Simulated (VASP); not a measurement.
Input of a VASP 6.6.1 run:

File INCAR:

```
ALGO = Normal
EDIFF = 1E-6
ENCUT = 520
GGA = CA
ISIF = 2
ISMEAR = -1
LASPH = T
LCHARG = F
LREAL = F
LWAVE = F
NBANDS = 12
NELM = 60
PREC = Accurate
SIGMA = 0.05
```

KPOINTS

```
k-points
0
Gamma
  11 11 11
```

POSCAR

```
Ag
1.0
    0.0000000000      2.0427500000      2.0427500000
    2.0427500000      0.0000000000      2.0427500000
    2.0427500000      2.0427500000      0.0000000000
Ag
1
Direct
    0.0000000000      0.0000000000      0.0000000000
```

Potentials or basis: VASP PAW LDA potentials, release 64 (Ag).

Run with:

```bash
$ cat potpaw_LDA.64/Ag/POTCAR > POTCAR
$ mpirun -np 1 vasp_std > vasp.out
```

(1) Estimate the pressure.

Results:

(1) -7.4 GPa.
